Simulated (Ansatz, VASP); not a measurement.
Two plane-wave programs on TePb

INCAR

```
SYSTEM = TePb
PREC = Accurate
ENCUT = 520
EDIFF = 1E-6
ISMEAR = -1
SIGMA = 0.05
LREAL = .False.
LASPH = .True.
NELM = 150
ALGO = Normal
ISIF = 2
LWAVE = .False.
LCHARG = .False.
LNONCOLLINEAR = .True.
MAGMOM = 0 0 0 0 0 0
LORBIT = 11
LSORBIT = .True.
GGA_COMPAT = .False.
LORBMOM = .True.
GGA = PS
NBANDS = 32
```

File KPOINTS:

```
Automatic mesh
0
Gamma
  7 7 7
  0 0 0
```

Contents of POSCAR:

```
TePb
1.0
    0.0000000000      3.2310000000      3.2310000000
    3.2310000000      0.0000000000      3.2310000000
    3.2310000000      3.2310000000      0.0000000000
Pb Te
1 1
Direct
    0.0000000000      0.0000000000      0.0000000000
    0.5000000000      0.5000000000      0.5000000000
```

The input input.yaml:

```yaml
crystal:
  lattice:
    - [0.0, 3.231, 3.231]
    - [3.231, 0.0, 3.231]
    - [3.231, 3.231, 0.0]
  atoms:
    - { symbol: Pb, position: [0.0, 0.0, 0.0] }
    - { symbol: Te, position: [0.5, 0.5, 0.5] }
hamiltonian:
  xc: pbesol
  pseudopotentials: { kind: paw_fr }
magnetization:
  noncollinear: true
  spin_orbit: true
kpoints:
  mp_grid: { grid: [7, 7, 7] }
  band_path:
    path:
      - [[0.0, 0.0, 0.0], [0.5, 0.0, 0.5], [0.5, 0.25, 0.75], [0.375, 0.375, 0.75], [0.0, 0.0, 0.0], [0.5, 0.5, 0.5], [0.625, 0.25, 0.625], [0.5, 0.25, 0.75], [0.5, 0.5, 0.5], [0.375, 0.375, 0.75]]
      - [[0.625, 0.25, 0.625], [0.5, 0.0, 0.5]]
    npoints: 14
scf:
  occupations: { method: fermi_dirac, width: 0.05 }
  n_extra_bands: 6
output:
  forces: true
  stress: true
  eigenvalues: true
  fatbands: false
```

Alike in both runs: functional PBEsol; k mesh 7 × 7 × 7; occupations fermi-dirac, width 0.05 eV; non-collinear spin, spin-orbit coupling.

|  | VASP | Ansatz |
| --- | --- | --- |
| version | VASP 6.6.1 | Ansatz 0.2.0 |
| potentials or method | VASP PAW PBE potentials, release 64 (Pb_d, Te) | Ansatz PAW |
| plane-wave cutoff (eV) | 520 | 420 |
| valence electrons in the cell | 20 | 30 |
| task | single point | band structure |

```tsv
	VASP	Ansatz	Ansatz less VASP
pressure (GPa)	-0.5	-0.7	-0.11
net moment per atom (μB)	0.00	0.00	0.000
```

VASP's potentials were made for PBE, not for PBEsol. VASP's potentials hold 20 valence electrons a cell and Ansatz's 30, so a difference there can come from the potentials and not from the codes.
